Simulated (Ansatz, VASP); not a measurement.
PCS4 in VASP and in Ansatz

```xyz
6
Lattice="-3.0393 3.0393 3.6705 3.0393 -3.0393 3.6705 3.0393 3.0393 -3.6705" Properties=species:S:1:pos:R:3 pbc="T T T"
P     0.0000    0.0000    0.0000
C     0.0000    0.0000    3.6705
S     1.5196    1.5196    1.8353
S     1.5196    1.5196   -1.8353
S    -1.5196    1.5196    1.8353
S     1.5196   -1.5196    1.8353
```

Alike in both runs: task single point; functional PBE; dispersion D3(BJ); k mesh 4 × 4 × 4; occupations gaussian, width 0.1 eV; no spin polarisation.

```csv
,VASP,Ansatz
version,VASP 6.6.1,Ansatz 0.2.0
potentials or method,"VASP PAW PBE potentials, release 64 (P, C, S), cutoff 520 eV","scalar-relativistic, plane waves, PAW"
valence electrons in the cell,33,33
```

```tsv
	VASP	Ansatz	Ansatz less VASP
gap on the k mesh at the Fermi level (eV)	none	none	-
pressure (GPa)	-14.7	-14.7	+0.05
traceless stress, the component that is largest in VASP (GPa)	0.96	0.96	0.000
```

A gap of «none» marks a metal or a gap that the smearing closes.

The k mesh is coarse, so the values compare programs but aren't converged.
